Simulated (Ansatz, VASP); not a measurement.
## Mo: VASP beside Ansatz

```
Mo
1.0
    -1.61739    1.61739    1.61739
     1.61739   -1.61739    1.61739
     1.61739    1.61739   -1.61739
Mo
1
Direct
  0.00000 0.00000 0.00000
```

Alike in both runs: task single point; functional r2SCAN; k mesh 23 × 23 × 23; occupations fermi-dirac, width 0.1 eV; no spin polarisation.

|  | VASP | Ansatz |
| --- | --- | --- |
| version | VASP 6.6.1 | Ansatz 0.2.0 |
| potentials or method | VASP PAW PBE potentials, release 64 (Mo_sv), cutoff 520 eV | plane waves (500 eV) with PAW, scalar-relativistic |
| valence electrons in the cell | 14 | 14 |

```tsv
	VASP	Ansatz	Ansatz less VASP
pressure (GPa)	-17.4	-18.2	-0.79
```

VASP's potentials were made for PBE, not for r2SCAN. The functional is the same, so the differences come from potentials, cutoffs and numerics.
